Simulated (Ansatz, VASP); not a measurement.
# Mg: VASP beside Ansatz

```xyz
8
Lattice="0.0000 4.5253 4.5253 4.5253 0.0000 4.5253 4.5253 4.5253 0.0000" Properties=species:S:1:pos:R:3 pbc="T T T"
Mg    0.0000    0.0000    0.0000
Mg    2.2626    2.2626    0.0000
Mg    2.2626    0.0000    2.2626
Mg    4.5253    2.2626    2.2626
Mg    0.0000    2.2626    2.2626
Mg    2.2626    4.5253    2.2626
Mg    2.2626    2.2626    4.5253
Mg    4.5253    4.5253    4.5253
```

Alike in both runs: task single point; functional PBE; k mesh 6 × 6 × 6; occupations gaussian, width 0.1 eV; no spin polarisation.

```csv
,VASP,Ansatz
version,VASP 6.6.1,Ansatz 0.2.0
potentials or method,"VASP PAW PBE potentials, release 64 (Mg), cutoff 600 eV","scalar-relativistic, plane waves, PAW"
valence electrons in the cell,16,80
```

```tsv
	VASP	Ansatz	Ansatz less VASP
gap on the k mesh at the Fermi level (eV)	none	none	-
pressure (GPa)	-0.2	-0.1	+0.12
```

A gap of «none» marks a metal or a gap that the smearing closes. VASP's potentials hold 16 valence electrons a cell and Ansatz's 80, so a difference there can come from the potentials and not from the codes.
